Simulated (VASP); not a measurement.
HgTe, 2 atoms in the cell. It takes space group F-43m (No. 216, cubic). The conventional cell has a = 6.430 Å, b = 6.430 Å, c = 6.430 Å, α = 90.00°, β = 90.00°, γ = 90.00°. Within 3.7 Å of Hg (site symmetry -43m) lie 4 Te at 2.78 Å. Te (site symmetry -43m) has 4 Hg at 2.78 Å within 3.7 Å. 

| Quantity | Value |
| --- | --- |
| Program | VASP 6.6.1 |
| Task | single point |
| Functional | PBE |
| Potentials or basis | VASP PAW PBE potentials, release 64 (Hg, Te) |
| Cutoff | 500 eV |
| k mesh | 6 × 6 × 6 |
| Occupations | fermi-dirac, width 0.02 eV |
| Spin | no spin polarisation |
| Dipole correction | no |
| Further INCAR settings | ALGO = Normal; EDIFF = 1e-06; NBANDS = 16 |

Potentials or basis: VASP PAW PBE potentials, release 64 (Hg, Te).

Launch:

```console
$ cat potpaw_PBE.64/Hg/POTCAR potpaw_PBE.64/Te/POTCAR > POTCAR
$ mpirun -np 1 vasp_std > vasp.out
```

Hardware: 1 thread of Intel Xeon 8259CL, with other jobs on the host.

Problem. How long does it take, and how much memory?

Solution. Wall time 37 s on 1 thread of Intel Xeon 8259CL (shared host), peak memory 0.21 GiB. Counts: scf iterations 13, k points 16.
